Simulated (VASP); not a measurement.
# Cu (Fm-3m) in VASP: a series of runs, part 2 of 2

VASP 6.6.1. The steps go on from the part before.

## 3. Relaxation of cell and atoms, PBEsol

Contents of INCAR:

```
  PREC = Accurate
  ENCUT = 600
  EDIFF = 1E-6
  ISMEAR = -1
  SIGMA = 0.15
  LREAL = F
  LASPH = T
  NELM = 100
  ALGO = Normal
  ISIF = 3
  LWAVE = F
  LCHARG = F
  GGA = PS
  IBRION = 2
  NSW = 80
  EDIFFG = -0.001
```

Contents of KPOINTS:

```
regular mesh
0
Gamma
  20 20 20
```

Contents of POSCAR:

```
Cu
1.0
    0.0000000000      1.7816860421      1.7816860421
    1.7816860421      0.0000000000      1.7816860421
    1.7816860421      1.7816860421      0.0000000000
Cu
1
Direct
    0.0000000000      0.0000000000      0.0000000000
```

Potentials or basis: VASP PAW PBE potentials, release 64 (Cu).

Launch:

```bash
$ cat potpaw_PBE.64/Cu/POTCAR > POTCAR
$ mpirun -np 1 vasp_std > vasp.out
```

OUTCAR:

```text
PREC = Accurate
   ENCUT = 600
   EDIFF = 1E-6
   ISMEAR = -1
   LREAL = F
   LASPH = T
   NELM = 100
   ISIF = 3
   GGA = PS
   IBRION = 2
   NSW = 80
   EDIFFG = -0.001

 ion  position               nearest neighbor table
   1  0.000  0.000  0.000-

  LATTYP: Found a face centered cubic cell.
 ALAT       =     3.5633720842

  Lattice vectors:

 A1 = (   0.0000000000,   1.7816860421,   1.7816860421)
 A2 = (   1.7816860421,   0.0000000000,   1.7816860421)
 A3 = (   1.7816860421,   1.7816860421,   0.0000000000)

Analysis of symmetry for initial positions (statically):
=====================================================================
 Subroutine PRICEL returns:
 Original cell was already a primitive cell.

 Routine SETGRP: Setting up the symmetry group for a
 face centered cubic supercell.

[... 350 lines left out ...]

 E-fermi :   7.8832     XC(G=0): -13.1311

 val. band max:        7.8786859418   @ k =  -0.4500   0.1000   0.0000
 cond. band min:       7.8960643221   @ k =   0.4500   0.3500   0.0000
 fundamental gap:      0.0173783803
 Fermi energy:         7.8831540709

 k-point     1 :       0.0000    0.0000    0.0000
  band No.  band energies     occupation
      1      -1.8045      2.00000
      2       4.7285      2.00000
      3       4.7285      2.00000
      4       4.7285      2.00000
      5       5.6106      2.00000
      6       5.6106      2.00000
      7      30.7637      0.00000
      8      33.6739      0.00000
      9      33.6739      0.00000
[... 265 lines left out ...]
 k-point    24 :      -0.3500    0.0500    0.0000
  band No.  band energies     occupation
      1       2.0949      2.00000
      2       4.7580      2.00000
      3       4.8009      2.00000
      4       4.9092      2.00000
      5       5.9420      2.00000
      6       6.2356      1.99997
      7      15.3573      0.00000
      8      28.0702      0.00000
      9      30.4547      0.00000

 [... further k-points ...]
[... 5 lines left out ...]
  --------------------------------------------------------------------------------------
  -------------------------------------------------------------------------------------
  Total        0.0006685      0.0006685      0.0006685      0.0000000     -0.0000000      0.0000000
  in kB        0.0941928      0.0941928      0.0941928      0.0000000     -0.0000000      0.0000000
  external PRESSURE =       0.0941928 kB  Pullay stress =       0.0000000 kB
[... 16 lines left out ...]
  FREE ENERGIE OF THE ION-ELECTRON SYSTEM (eV)
  ---------------------------------------------------
  free  energy   TOTEN  =        -4.3199733443 eV

  energy  without entropy=       -4.2985394056  energy(sigma->0) =       -4.30925637

 reached required accuracy - stopping structural energy minimisation
```

OSZICAR:

```text
N       E                     dE             d eps       ncg     rms          rms(c)
DAV:   1     0.386384215685E+02    0.38638E+02   -0.62379E+03  4720   0.233E+03
DAV:   2    -0.494536753256E+01   -0.43584E+02   -0.41640E+02  4643   0.209E+02
DAV:   3    -0.542218432015E+01   -0.47682E+00   -0.47516E+00  5448   0.315E+01
[... 53 lines left out ...]
DAV:   1    -0.431997334823E+01    0.24423E-07   -0.43179E-08  2324   0.539E-03    0.545E-04
DAV:   2    -0.431997334817E+01    0.56843E-10   -0.85036E-08  2322   0.716E-03
   9 F= -.43199733E+01 E0= -.43092566E+01  d E =0.812104E-07
       N       E                     dE             d eps       ncg     rms          rms(c)
DAV:   1    -0.431997334471E+01    0.35193E-08   -0.10872E-08  2320   0.251E-03    0.286E-05
DAV:   2    -0.431997334428E+01    0.42633E-09   -0.69087E-10  2319   0.373E-04
  10 F= -.43199733E+01 E0= -.43092564E+01  d E =0.388877E-08
```

CONTCAR:

```text
Cu
   1.00000000000000
    -0.0000000000000000    1.7848037480952630    1.7848037480952630
     1.7848037480952630    0.0000000000000000    1.7848037480952630
     1.7848037480952630    1.7848037480952630   -0.0000000000000000
  Cu
     1
Direct
     0.0000000000000000    0.0000000000000000    1.0000000000000000

  0.00000000E+00  0.00000000E+00  0.00000000E+00
```

It took 41 s on 1 thread of Intel Xeon 6975P-C (Granite Rapids), shared host; peak memory 0.15 GiB.

What came out:

- Free energy: -4.3200 eV
- Relaxed volume: 11.37 Å³/atom
- Relaxed cell: a = 2.524 Å, b = 2.524 Å, c = 2.524 Å, α = 60.00°, β = 60.00°, γ = 60.00°
- Space group after relaxing (to 0.05 Å): Fm-3m (No. 225)
- Energy gained by relaxing: 0.2 meV/atom
- Ionic steps: 10
- Pressure after relaxing: 0.0 GPa

Step by step:
```tsv
step	energy change (eV)	largest force (eV/Å)	pressure (GPa)	volume (Å³)
1	0.0000	0.0000	0.93	11.31
2	-0.0001	0.0000	-0.53	11.42
3	-0.0002	0.0000	0.02	11.37
4	-0.0002	0.0000	0.03	11.37
5	-0.0001	0.0000	-0.27	11.39
6	-0.0002	0.0000	-0.02	11.37
7	-0.0002	0.0000	0.03	11.37
8	-0.0002	0.0000	-0.09	11.37
9	-0.0002	0.0000	0.07	11.37
10	-0.0002	0.0000	0.01	11.37
```

Final structure:
```
Cu
1.0
     0.00000    1.78480    1.78480
     1.78480    0.00000    1.78480
     1.78480    1.78480    0.00000
Cu
1
Cartesian
  1.7848 1.7848 0.0000
```

Caveat: the PAW data sets were made with another functional, which shifts forces and pressure a little.
